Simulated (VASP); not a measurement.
# B: single point with PBE

Crystal: B.

```
B
1.0
     1.85849    0.00000    0.00000
     0.00000    1.85849    0.00000
     0.00000    0.00000    1.85849
B
1
Direct
  0.00000 0.00000 0.00000
```

This cell differs from its parent crystal: volume scaled by 0.96.

| Quantity | Value |
| --- | --- |
| Program | VASP 6.6.1 |
| Task | single point |
| Functional | PBE |
| Potentials or basis | VASP PAW PBE potentials, release 64 (B) |
| Cutoff | 520 eV |
| k mesh | 19 × 19 × 19 |
| Occupations | fermi-dirac, width 0.1 eV |
| Spin | no spin polarisation |

The pressure is 10.6 GPa.

Levels at points of the mesh, in eV from the Fermi level:
```csv
k point,band 1,band 2,band 3,band 4,band 5
"(0.00, 0.00, 0.00)",-16.22,14.07,14.07,14.07,24.56
```

It took 7.8 s on 1 thread of Intel Xeon 6975P-C, with other jobs on the host, peak memory 0.11 GiB.
